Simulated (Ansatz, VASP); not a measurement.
## Os in VASP and in Ansatz

```
Os
1.0
     0.00000    1.92793    1.92793
     1.92793    0.00000    1.92793
     1.92793    1.92793    0.00000
Os
1
Direct
  0.00000 0.00000 0.00000
```

Alike in both runs: functional PBE; k mesh 18 × 18 × 18; occupations fermi-dirac, width 0.05 eV; no spin polarisation.

Ansatz relaxed the structure, and its values are those at the end. VASP's run is a single point on that final structure, the one shown.

```csv
,VASP,Ansatz
version,VASP 6.6.1,Ansatz 0.2.0
potentials or method,"VASP PAW PBE potentials, release 64 (Os)","PAW with Ansatz's default frozen-core files, scalar-relativistic"
plane-wave cutoff (eV),600,420
valence electrons in the cell,8,16
```

```csv
,VASP,Ansatz,Ansatz less VASP
pressure (GPa),0.0,0.0,-0.04
```

With one functional, cell and mesh, what is left measures potentials, basis and numerics. VASP's potentials hold 8 valence electrons a cell and Ansatz's 16, so a difference there can come from the potentials and not from the codes.

Neither program's run includes spin-orbit coupling.
